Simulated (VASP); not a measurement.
Input of a VASP 6.6.1 run:

The input INCAR:

```
ALGO     = Normal         # electronic algorithm
EDIFF    = 1E-7           # SCF threshold, eV
EDIFFG   = -0.08          # ionic threshold
ENCUT    = 500            # plane-wave cutoff, eV
GGA      = PE             # functional
GGA_COMPAT= False        
IBRION   = 2              # ionic algorithm
ISIF     = 3              # what is computed and relaxed
ISMEAR   = 0              # smearing method
LASPH    = True           # aspherical terms in the spheres
LCHARG   = False          # write CHGCAR
LREAL    = False          # projectors in reciprocal space
LWAVE    = False          # write WAVECAR
NELM     = 120            # most SCF steps
NELMIN   = 4            
NSW      = 36             # ionic steps
PREC     = Accurate       # precision mode
SIGMA    = 0.2            # smearing width, eV
```

File KPOINTS:

```
k-points
0
Gamma
  4 4 4
```

POSCAR

```
Si4IrPd
1.0
    0.0000000000      3.4441281900      3.4441281900
    3.4441281900      0.0000000000      3.4441281900
    3.4441281900      3.4441281900      0.0000000000
Si Pd Ir
4 1 1
Direct
    0.8715317200      0.3761560900      0.3761560900
    0.3761560900      0.3761560900      0.3761560900
    0.3761560900      0.8715317200      0.3761560900
    0.3761560900      0.3761560900      0.8715317200
    0.0000000000      0.0000000000      0.0000000000
    0.7500000000      0.7500000000      0.7500000000
```

Potentials or basis: VASP PAW PBE potentials, release 64 (Si, Pd, Ir).

Run with:

```sh
$ cat potpaw_PBE.64/Si/POTCAR potpaw_PBE.64/Pd/POTCAR potpaw_PBE.64/Ir/POTCAR > POTCAR
$ mpirun -np 1 vasp_std > vasp.out
```

Question: What does it give for the space group after relaxing (to 0.1 Å)?

Answer: F-43m (No. 216).

Question: Estimate the band gap on the k mesh.

Answer: Zero (an odd number of electrons rules out a gap without spin polarisation).

Final structure:
```
Si Pd Ir
1.0
     0.00000    3.49406    3.49406
     3.49406    0.00000    3.49406
     3.49406    3.49406    0.00000
Si Pd Ir
4 1 1
Direct
  0.87425 0.37525 0.37525
  0.37525 0.37525 0.37525
  0.37525 0.87425 0.37525
  0.37525 0.37525 0.87425
  0.00000 0.00000 0.00000
  0.75000 0.75000 0.75000
```

Caveat: the k points lie up to 0.39 Å⁻¹ apart in the final cell, too coarse for converged energies and pressures of a metal; spin-orbit coupling is left out, which moves the levels of the heavy elements.
